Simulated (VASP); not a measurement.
# TiSi (Cmmm) in VASP: a series of runs

TiSi is run at these levels: PBEsol; tasks: single point.

All numbers are computed with VASP 6.6.1; they aren't measurements. Logs are shortened: lines on timing, memory, paths and dates and some standing lists are left out, and cuts for length are marked.

## 1. The cell of the first run

Symmetry: Cmmm, No. 65, orthorhombic system. The conventional cell has a = 3.523 Å, b = 4.108 Å, c = 3.690 Å, α = 90.00°, β = 90.00°, γ = 90.00°. Within 3.7 Å of Ti (site symmetry mmm) lie 8 Si at 2.55 to 2.76 Å and 8 Ti at 2.71 to 3.69 Å. Within 3.7 Å of Si (site symmetry mmm) lie 8 Ti at 2.55 to 2.76 Å and 8 Si at 2.71 to 3.69 Å.

## 2. Single point, PBEsol (strain -0.030 along x and y, -0.030 along z)

File INCAR:

```
SYSTEM = TiSi
ALGO     = Normal         ! electronic algorithm
EDIFF    = 1E-7           ! SCF threshold, eV
ENCUT    = 520            ! plane-wave cutoff, eV
GGA      = PS             ! functional
ISIF     = 2              ! what is computed and relaxed
ISMEAR   = 0              ! smearing method
LASPH    = .TRUE.         ! aspherical terms in the spheres
LCHARG   = .FALSE.        ! write CHGCAR
LREAL    = .FALSE.        ! projectors in reciprocal space
LWAVE    = .FALSE.        ! write WAVECAR
NBANDS   = 15             ! bands
NELM     = 100            ! most SCF steps
PREC     = Accurate       ! precision mode
SIGMA    = 0.15           ! smearing width, eV
```

File KPOINTS:

```
k-points
0
G
  18 18 12
  0 0 0
```

File POSCAR:

```
TiSi
1.0
    1.7616926600     -2.0540952800      0.0000000000
    1.7616926600      2.0540952800      0.0000000000
    0.0000000000      0.0000000000      3.6898159800
Ti Si
1 1
Direct
    0.5000000000      0.5000000000      0.0000000000
    0.0000000000      0.0000000000      0.5000000000
```

Potentials or basis: VASP PAW PBE potentials, release 64 (Ti_sv, Si).

Run with:

```bash
> cat potpaw_PBE.64/Ti_sv/POTCAR potpaw_PBE.64/Si/POTCAR > POTCAR
> mpirun -np 1 vasp_std > vasp.out
```

OUTCAR:

```text
SYSTEM = TiSi
   EDIFF = 1E-7
   ENCUT = 520
   GGA = PS
   ISIF = 2
   ISMEAR = 0
   LASPH = .TRUE.
   LREAL = .FALSE.
   NELM = 100
   PREC = Accurate

 ion  position               nearest neighbor table
   1  0.500  0.500  0.000-   2 2.55   2 2.55   2 2.55   2 2.55   2 2.76   2 2.76   2 2.76   2 2.76

   2  0.000  0.000  0.500-   1 2.55   1 2.55   1 2.55   1 2.55   1 2.76   1 2.76   1 2.76   1 2.76

  LATTYP: Found a base centered orthorhombic cell.
 ALAT       =     3.5233853200
 B/A-ratio  =     1.1659782246
 C/A-ratio  =     1.0472360088

  Lattice vectors:

 A1 = (   1.7616926600,  -2.0540952800,   0.0000000000)
 A2 = (   1.7616926600,   2.0540952800,   0.0000000000)
 A3 = (   0.0000000000,   0.0000000000,   3.6898159800)

Analysis of symmetry for initial positions (statically):
=====================================================================
 Subroutine PRICEL returns:
 Original cell was already a primitive cell.

 Routine SETGRP: Setting up the symmetry group for a
 base centered orthorhombic supercell.

 Subroutine GETGRP returns: Found  8 space group operations
 (whereof  8 operations were pure point group operations)
 out of a pool of  8 trial point group operations.

The static configuration has the point symmetry D_2h.

Analysis of symmetry for dynamics (positions and initial velocities):
=====================================================================
 Subroutine PRICEL returns:
 Original cell was already a primitive cell.

 Routine SETGRP: Setting up the symmetry group for a
 base centered orthorhombic supercell.

 Subroutine GETGRP returns: Found  8 space group operations
 (whereof  8 operations were pure point group operations)
 out of a pool of  8 trial point group operations.

The dynamic configuration has the point symmetry D_2h.

 Subroutine INISYM returns: Found  8 space group operations
 (whereof  8 operations are pure point group operations),
 and found     1 'primitive' translations

----------------------------------------------------------------------------------------

                                     Primitive cell

  volume of cell :      26.7046

  direct lattice vectors                    reciprocal lattice vectors
     1.761692660 -2.054095280  0.000000000     0.283817950 -0.243416167  0.000000000
     1.761692660  2.054095280  0.000000000     0.283817950  0.243416167  0.000000000
     0.000000000  0.000000000  3.689815980     0.000000000  0.000000000  0.271016226

  length of vectors
     2.706079904  2.706079904  3.689815980     0.373903810  0.373903810  0.271016226
[... 87 lines left out ...]
   ISIF   =      2    stress and relaxation
   ISYM   =      2    0-nonsym 1-usesym 2-fastsym
   POTIM  = 0.5000    time-step for ionic-motion
   TEBEG  =    0.0;   TEEND  =   0.0 temperature during run
   PSTRESS=    0.0 pullay stress
   NELECT =      16.0000    total number of electrons
   NUPDOWN=      -1.0000    fix difference up-down
   EMIN   =  10.00;   EMAX   =-10.00  energy-range for DOS
   EFERMI =   0.00;   METHOD = LEGACY
   ISMEAR =     0;   SIGMA  =   0.15  broadening in eV -4-tet -1-fermi 0-gaus
   EFERMI_NEDOS =   21; number of points for ismear=-14 and -15
   IALGO  =     38    algorithm
   IMIX   =      4    mixing-type and parameters
     AMIX     =   0.40;   BMIX     =  1.00
     AMIX_MAG =   1.60;   BMIX_MAG =  1.00
  volume/ion in A,a.u.               =      13.35        90.11
  Fermi-wavevector in a.u.,A,eV,Ry     =   1.380129  2.608066 25.915779  1.904756
  Thomas-Fermi vector in A             =   2.505035
   LORBIT       =      0    0 simple, 1 ext, 2 COOP (PROOUT), +10 PAW based schemes
   GGA     = PS    functional components
   LHFCALC =     F    Hartree Fock is set to
   AEXX    =    0.0000 exact exchange contribution
   IVDW    =     0    specifies the selected vdW correction
   LEPSILON=     F    determine dielectric tensor
   LRPA    =     F    only Hartree local field effects (RPA)
 non-spin polarized calculation
 Gauss-broadening in eV      SIGMA  =   0.15
  energy-cutoff  :      520.00
  volume of cell :       26.70
 maximum number of plane-waves:       744
   NGX = 11   NGY = 11   NGZ = 13

 number of electron      15.9999998 magnetization

 Free energy of the ion-electron system (eV)
  ---------------------------------------------------
  ext. energy  EPLUGINS =         0.00000000
  ---------------------------------------------------
  free energy    TOTEN  =       -15.28240646 eV

  energy without entropy =      -15.27034605  energy(sigma->0) =      -15.27637625

 E-fermi :  11.1666     XC(G=0): -12.2613

 val. band max:       11.1612465216   @ k =  -0.3889   0.2222   0.2500
 cond. band min:      11.1704049751   @ k =   0.2222   0.1667   0.3333
 fundamental gap:      0.0091584536
 Fermi energy:        11.1665578839

 k-point     1 :       0.0000    0.0000    0.0000
  band No.  band energies     occupation
      1     -45.1044      2.00000
      2     -21.6428      2.00000
      3     -21.1373      2.00000
      4     -20.9999      2.00000
      5      -1.0873      2.00000
      6       8.4916      2.00000
      7       9.5655      2.00000
      8       9.8725      2.00000
      9      13.0009      0.00000
     10      13.7605      0.00000
     11      14.4018      0.00000
     12      16.9239      0.00000
     13      17.6685      0.00000
     14      18.3337      0.00000
[... 401 lines left out ...]
      2     -21.5994      2.00000
      3     -21.3856      2.00000
      4     -21.0582      2.00000
      5      -0.0540      2.00000
      6       8.9609      2.00000
      7       8.9627      2.00000
      8       9.7270      2.00000
      9      13.1764      0.00000
     10      13.1993      0.00000
     11      14.0498      0.00000
     12      14.5767      0.00000
     13      18.1499      0.00000
     14      18.6843      0.00000
     15      22.1882      0.00000

 [... further k-points ...]
[... 5 lines left out ...]
  --------------------------------------------------------------------------------------
  -------------------------------------------------------------------------------------
  Total        1.7531763      1.1713045      2.0698077      0.0000000      0.0000000      0.0000000
  in kB      105.1842553     70.2740467    124.1809957      0.0000000      0.0000000      0.0000000
  external PRESSURE =      99.8797659 kB  Pullay stress =       0.0000000 kB

 VOLUME and BASIS-vectors are now :
 -----------------------------------------------------------------------------
  energy-cutoff  :      520.00
  volume of cell :       26.70
      direct lattice vectors                 reciprocal lattice vectors
     1.761692660 -2.054095280  0.000000000     0.283817950 -0.243416167  0.000000000
     1.761692660  2.054095280  0.000000000     0.283817950  0.243416167  0.000000000
     0.000000000  0.000000000  3.689815980     0.000000000  0.000000000  0.271016226

 POSITION                                       TOTAL-FORCE (eV/Angst)
 -----------------------------------------------------------------------------------
      1.76169      0.00000      0.00000        -0.000000      0.000000      0.000000
      0.00000      0.00000      1.84491         0.000000     -0.000000      0.000000
 -----------------------------------------------------------------------------------
    total drift:                                0.000000      0.000000     -0.000000

  FREE ENERGIE OF THE ION-ELECTRON SYSTEM (eV)
  ---------------------------------------------------
  free  energy   TOTEN  =       -15.2824064595 eV

  energy  without entropy=      -15.2703460494  energy(sigma->0) =      -15.27637625
```

stdout:

```text
POSCAR found type information on POSCAR TiSi
 POSCAR found :  2 types and       2 ions
 scaLAPACK will be used
 -----------------------------------------------------------------------------
|                                                                             |
|                                                                             |
|     You enforced a specific xc type in the INCAR file but a different       |
|     I HOPE YOU KNOW WHAT YOU ARE DOING!                                     |
|                                                                             |
 -----------------------------------------------------------------------------

 LDA part: xc-table for (Slater+PW92), standard interpolation
 POSCAR, INCAR and KPOINTS ok, starting setup
 FFT: planning ... GRIDC
 FFT: planning ... GRID_SOFT
 FFT: planning ... GRID
 WAVECAR not read
 entering main loop
```

Run time: 5.4 min. Hardware: 1 thread of Intel Xeon 8259CL, shared host; peak memory 0.35 GiB.

Results:

- Free energy: -15.2824 eV
- Pressure: 10.0 GPa
- Band gap on the k mesh: zero (bands 8 and 9 overlap by 1.93 eV)

Stress tensor (GPa, compression positive):
```
10.52  0.00  0.00
 0.00  7.03  0.00
 0.00  0.00 12.42
```

Caveat: the cell differs from its parent crystal (strain -0.030 along x and y, -0.030 along z); the stress differs along the axes, from 7 to 12 GPa; the PAW data sets were made with another functional, which shifts forces and pressure a little.

## 3. Single point, PBEsol (strain -0.030 along x and y, -0.015 along z)

File INCAR:

```
ALGO = Normal
EDIFF = 1E-6
ENCUT = 520
GGA = PS
ISIF = 2
ISMEAR = 0
LASPH = T
LCHARG = F
LREAL = F
LWAVE = F
NBANDS = 15
NELM = 100
PREC = Accurate
SIGMA = 0.15
```

File KPOINTS:

```
k-points
0
Gamma
  18 18 12
```

POSCAR, as its differences from that of step 2:

```diff
@@ -4,3 +4,3 @@
     1.7616926600      2.0540952800      0.0000000000
-    0.0000000000      0.0000000000      3.6898159800
+    0.0000000000      0.0000000000      3.7468749900
 Ti Si
```

Potentials or basis: VASP PAW PBE potentials, release 64 (Ti_sv, Si).

Run with:

```bash
> cat potpaw_PBE.64/Ti_sv/POTCAR potpaw_PBE.64/Si/POTCAR > POTCAR
> mpirun -np 1 vasp_std > vasp.out
```

Wall time 3.9 min (1 thread of Intel Xeon 8259CL, shared host); peak memory 0.35 GiB.

It converged, with:

| Property | Result |
| --- | --- |
| Free energy | -15.3081 eV |
| Pressure | 6.9 GPa |
| Band gap on the k mesh | zero (bands 8 and 9 overlap by 1.87 eV) |

Stress tensor (GPa, compression positive):
```
8.05 0.00 0.00
0.00 5.13 0.00
0.00 0.00 7.47
```

Levels at points of the mesh, in eV from the Fermi level:
| k point | band 5 | band 6 | band 7 | band 8 | band 9 | band 10 | band 11 | band 12 |
| --- | --- | --- | --- | --- | --- | --- | --- | --- |
| (0.00, 0.00, 0.00) | -12.20 | -2.67 | -1.79 | -1.26 | 1.84 | 2.57 | 3.23 | 5.80 |
| (0.50, 0.00, 0.00) | -7.68 | -6.70 | -3.16 | -0.93 | 1.86 | 2.59 | 4.72 | 4.92 |
| (0.50, 0.50, 0.00) | -5.90 | -3.90 | -1.47 | -1.47 | -1.08 | -0.42 | 3.35 | 3.39 |
| (0.00, 0.00, 0.50) | -10.75 | -6.75 | -0.94 | 0.48 | 0.79 | 1.89 | 3.32 | 7.05 |
| (0.50, 0.00, 0.50) | -8.17 | -5.10 | -2.56 | -1.82 | 1.41 | 2.01 | 2.06 | 3.63 |
| (0.50, 0.50, 0.50) | -5.20 | -4.12 | -3.55 | -2.76 | 2.30 | 2.63 | 2.84 | 4.34 |

Caveat: the cell differs from its parent crystal (strain -0.030 along x and y, -0.015 along z); the cell stands under pressure; the PAW data sets were made with another functional, which shifts forces and pressure a little.

## 4. Single point, PBEsol (strain -0.030 along x and y, +0.000 along z)

File INCAR:

```
SYSTEM = TiSi
PREC     = Accurate       ! precision mode
ENCUT    = 520            ! plane-wave cutoff, eV
EDIFF    = 1E-7           ! SCF threshold, eV
ISMEAR   = 0              ! smearing method
SIGMA    = 0.15           ! smearing width, eV
LREAL    = .FALSE.        ! projectors in reciprocal space
LASPH    = .TRUE.         ! aspherical terms in the spheres
NELM     = 80             ! most SCF steps
ALGO     = Normal         ! electronic algorithm
ISIF     = 2              ! what is computed and relaxed
LWAVE    = .FALSE.        ! write WAVECAR
LCHARG   = .FALSE.        ! write CHGCAR
GGA      = PS             ! functional
NBANDS   = 15             ! bands
```

File KPOINTS:

```
regular mesh
0
G
  18 18 12
  0 0 0
```

POSCAR, as its differences from that of step 3:

```diff
@@ -4,3 +4,3 @@
     1.7616926600      2.0540952800      0.0000000000
-    0.0000000000      0.0000000000      3.7468749900
+    0.0000000000      0.0000000000      3.8039340000
 Ti Si
```

Potentials or basis: VASP PAW PBE potentials, release 64 (Ti_sv, Si).

Run with:

```bash
> cat potpaw_PBE.64/Ti_sv/POTCAR potpaw_PBE.64/Si/POTCAR > POTCAR
> mpirun -np 1 vasp_std > vasp.out
```

OUTCAR:

```text
SYSTEM = TiSi
   PREC = Accurate
   ENCUT = 520
   EDIFF = 1E-7
   ISMEAR = 0
   LREAL = .FALSE.
   LASPH = .TRUE.
   NELM = 80
   ISIF = 2
   GGA = PS

 ion  position               nearest neighbor table
   1  0.500  0.500  0.000-   2 2.59   2 2.59   2 2.59   2 2.59   2 2.80   2 2.80   2 2.80   2 2.80

   2  0.000  0.000  0.500-   1 2.59   1 2.59   1 2.59   1 2.59   1 2.80   1 2.80   1 2.80   1 2.80

  LATTYP: Found a base centered orthorhombic cell.
 ALAT       =     3.5233853200
 B/A-ratio  =     1.1659782246
 C/A-ratio  =     1.0796247513

  Lattice vectors:

 A1 = (   1.7616926600,  -2.0540952800,   0.0000000000)
 A2 = (   1.7616926600,   2.0540952800,   0.0000000000)
 A3 = (   0.0000000000,   0.0000000000,   3.8039340000)

Analysis of symmetry for initial positions (statically):
=====================================================================
 Subroutine PRICEL returns:
 Original cell was already a primitive cell.

 Routine SETGRP: Setting up the symmetry group for a
 base centered orthorhombic supercell.

 Subroutine GETGRP returns: Found  8 space group operations
 (whereof  8 operations were pure point group operations)
 out of a pool of  8 trial point group operations.

The static configuration has the point symmetry D_2h.

[... 168 lines left out ...]
  band No.  band energies     occupation
      1     -45.5449      2.00000
      2     -22.0823      2.00000
      3     -21.5654      2.00000
      4     -21.4325      2.00000
      5      -1.3500      2.00000
      6       8.1283      2.00000
      7       8.8244      2.00000
      8       9.5763      2.00000
      9      12.6463      0.00000
     10      13.3514      0.00000
     11      14.0315      0.00000
     12      16.6450      0.00000
     13      17.3260      0.00000
     14      17.4283      0.00000
[... 401 lines left out ...]
      2     -22.0395      2.00000
      3     -21.8105      2.00000
      4     -21.4892      2.00000
      5      -0.3240      2.00000
      6       8.3833      2.00000
      7       8.6990      2.00000
      8       9.4275      2.00000
      9      12.7681      0.00000
     10      12.8982      0.00000
     11      13.5220      0.00000
     12      14.0259      0.00000
     13      17.2662      0.00000
     14      18.3132      0.00000
     15      21.7507      0.00000

 [... further k-points ...]
[... 5 lines left out ...]
  --------------------------------------------------------------------------------------
  -------------------------------------------------------------------------------------
  Total        0.9992127      0.5810555      0.4996889     -0.0000000      0.0000000      0.0000000
  in kB       58.1506840     33.8153989     29.0801440     -0.0000000      0.0000000      0.0000000
  external PRESSURE =      40.3487423 kB  Pullay stress =       0.0000000 kB

 VOLUME and BASIS-vectors are now :
 -----------------------------------------------------------------------------
  energy-cutoff  :      520.00
  volume of cell :       27.53
      direct lattice vectors                 reciprocal lattice vectors
     1.761692660 -2.054095280  0.000000000     0.283817950 -0.243416167  0.000000000
     1.761692660  2.054095280  0.000000000     0.283817950  0.243416167  0.000000000
     0.000000000  0.000000000  3.803934000     0.000000000  0.000000000  0.262885739

 POSITION                                       TOTAL-FORCE (eV/Angst)
 -----------------------------------------------------------------------------------
      1.76169      0.00000      0.00000        -0.000000     -0.000000      0.000000
      0.00000      0.00000      1.90197         0.000000      0.000000      0.000000
 -----------------------------------------------------------------------------------
    total drift:                                0.000000      0.000000     -0.000000

  FREE ENERGIE OF THE ION-ELECTRON SYSTEM (eV)
  ---------------------------------------------------
  free  energy   TOTEN  =       -15.3215190755 eV

  energy  without entropy=      -15.3095993070  energy(sigma->0) =      -15.31555919
```

It took 4.4 min on 1 thread of Intel Xeon 8259CL, shared host; peak memory 0.36 GiB.

What came out:

```yaml
Free_energy: -15.3215 eV
Pressure: 4.0 GPa
Band_gap_on_the_k_mesh: zero (bands 8 and 9 overlap by 1.85 eV)
```

Caveat: the cell differs from its parent crystal (strain -0.030 along x and y, +0.000 along z); the cell stands under pressure; the PAW data sets were made with another functional, which shifts forces and pressure a little.

## 5. The runs side by side

| cell | gap on the mesh (eV) | pressure (GPa) |
| --- | --- | --- |
| a = 2.706, b = 2.706, c = 3.690 Å, angles 90.0, 90.0, 98.8°, 2 atoms | none | 10.0 |
| a = 2.706, b = 2.706, c = 3.747 Å, angles 90.0, 90.0, 98.8°, 2 atoms | none | 6.9 |
| a = 2.706, b = 2.706, c = 3.804 Å, angles 90.0, 90.0, 98.8°, 2 atoms | none | 4.0 |

Alike in all rows: task single point; level PBEsol; potentials or basis VASP PAW PBE potentials, release 64 (Ti_sv, Si); no spin polarisation; k mesh 18 × 18 × 12; cutoff (eV) 520; smearing gaussian 0.15 eV.

Caveats: the PAW data sets were made with another functional, which shifts forces and pressure a little; the cell stands under pressure (at least some runs); the stress differs along the axes, from 7 to 12 GPa (at least some runs).

Total energies depend on the potentials used, so only differences within one code and one set of settings carry meaning.
